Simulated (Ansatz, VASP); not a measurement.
## TiO2 in VASP and in Ansatz

INCAR

```
  ALGO = Normal
  EDIFF = 1E-6
  ENCUT = 520
  GGA = PE
  ISIF = 2
  ISMEAR = 0
  LASPH = True
  LCHARG = False
  LDAU = True
  LDAUJ = 0 0
  LDAUL = 2 -1
  LDAUPRINT = 1
  LDAUTYPE = 2
  LDAUU = 4 0
  LMAXMIX = 4
  LREAL = False
  LWAVE = False
  NBANDS = 33
  NELM = 150
  PREC = Accurate
  SIGMA = 0.05
```

The input KPOINTS:

```
k-points
0
Gamma
  6 6 6
```

POSCAR

```
TiO2
1.0
    2.7556872760     -2.7557638530     -0.0205630457
    2.7556872760      2.7557638530     -0.0205630457
   -2.7183033669      0.0000000000      5.0124994207
Ti O
2 4
Direct
    0.1250069486      0.8749930514      0.2500000000
    0.8749930514      0.1250069486      0.7500000000
    0.3424929808      0.0925162561      0.6849956835
    0.6575070192      0.9074837439      0.3150043165
    0.9074837439      0.6575070192      0.8150043165
    0.0925162561      0.3424929808      0.1849956835
```

Input for Ansatz:

```yaml
crystal:
  lattice:
    - [2.755687276, -2.755763853, -0.0205630457]
    - [2.755687276, 2.755763853, -0.0205630457]
    - [-2.7183033669, 0.0, 5.0124994207]
  atoms:
    - { symbol: Ti, position: [0.1250069486, 0.8749930514, 0.25] }
    - { symbol: Ti, position: [0.8749930514, 0.1250069486, 0.75] }
    - { symbol: O, position: [0.3424929808, 0.0925162561, 0.6849956835] }
    - { symbol: O, position: [0.6575070192, 0.9074837439, 0.3150043165] }
    - { symbol: O, position: [0.9074837439, 0.6575070192, 0.8150043165] }
    - { symbol: O, position: [0.0925162561, 0.3424929808, 0.1849956835] }
basis:
  ecutwfc: 520.0
kpoints:
  mp_grid: { grid: [6, 6, 6] }
hamiltonian:
  xc: pbe
  pseudopotentials: { kind: paw, azcp: { folder: soft_1 } }
  hubbard: { sites: [{ species: Ti, l: d, u_eff: 4.0 }] }
scf:
  occupations: { method: gaussian, width: 0.05 }
output:
  forces: true
  stress: true
  eigenvalues: true
```

Alike in both runs: task single point; functional PBE; k mesh 6 × 6 × 6; occupations gaussian, width 0.05 eV; no spin polarisation; Hubbard terms Ti d U = 4.0 eV.

|  | VASP | Ansatz |
| --- | --- | --- |
| version | VASP 6.6.1 | Ansatz 0.2.0 |
| potentials or method | VASP PAW PBE potentials, release 64 (Ti_sv, O), cutoff 520 eV | scalar-relativistic, plane waves, PAW |
| valence electrons in the cell | 48 | 48 |

Ansatz gave:

```
gap on the k mesh at the Fermi level (eV)                     : 1.99
least direct gap on the mesh (eV)                             : 2.56
pressure (GPa)                                                : -13.9
traceless stress, the component that is largest in VASP (GPa) : -6.11
rms of the force components (eV/Å)                            : 0.652
```

Question: What did VASP give for the same quantities?

Answer: gap on the k mesh at the Fermi level (eV): 2.07; least direct gap on the mesh (eV): 2.64; pressure (GPa): -10.8; traceless stress, the component that is largest in VASP (GPa): -7.70; rms of the force components (eV/Å): 0.617.

The programs project onto different local orbitals, so the same U acts differently, and such runs can settle in different states. Atom by atom the forces differ by 0.036 eV/Å (rms over components).
